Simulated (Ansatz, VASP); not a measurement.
# One calculation of GaP, two programs

The input INCAR:

```
SYSTEM = GaP
PREC = Accurate
ENCUT = 520
EDIFF = 1E-8
ISMEAR = -1
SIGMA = 0.05
LREAL = .FALSE.
LASPH = .TRUE.
NELM = 60
ALGO = Normal
ISIF = 2
LWAVE = .FALSE.
LCHARG = .FALSE.
GGA = CA
LEFG = .TRUE.
NBANDS = 16
```

Contents of KPOINTS:

```
regular mesh
0
G
  10 10 10
  0 0 0
```

File POSCAR:

```
GaP
1.0
    0.0000000000      2.6884177822      2.6884177822
    2.6884177822      0.0000000000      2.6884177822
    2.6884177822      2.6884177822      0.0000000000
Ga P
1 1
Direct
    0.0000000000      0.0000000000      0.0000000000
    0.7500000000      0.7500000000      0.7500000000
```

Input for Ansatz:

```yaml
crystal:
  lattice:
    - [0.0, 2.6884177822, 2.6884177822]
    - [2.6884177822, 0.0, 2.6884177822]
    - [2.6884177822, 2.6884177822, 0.0]
  atoms:
    - { symbol: Ga, position: [0.0, 0.0, 0.0] }
    - { symbol: P, position: [0.75, 0.75, 0.75] }
kpoints:
  mp_grid: { grid: [10, 10, 10] }
scf:
  occupations: { method: fermi_dirac, width: 0.05 }
hamiltonian:
  xc: lda
  pseudopotentials: { kind: paw }
output:
  forces: true
  stress: true
  eigenvalues: true
  efg: { contact_densities: true }
```

Change from the starting cell: functional lda, volume scaled by 0.96, PAW files.

Alike in both runs: task electric field gradients; functional LDA; k mesh 10 × 10 × 10; occupations fermi-dirac, width 0.05 eV; no spin polarisation.

|  | VASP | Ansatz |
| --- | --- | --- |
| version | VASP 6.6.1 | Ansatz 0.2.0 |
| potentials or method | VASP PAW LDA potentials, release 64 (Ga_d, P) | PAW with Ansatz's default frozen-core files, scalar-relativistic |
| plane-wave cutoff (eV) | 520 | 420 |
| valence electrons in the cell | 18 | 18 |

|  | VASP | Ansatz | Ansatz less VASP |
| --- | --- | --- | --- |
| pressure (GPa) | 0.9 | 0.7 | -0.12 |

LDA's correlation is that of Perdew and Zunger in VASP and of Perdew and Wang (1992) in Ansatz.
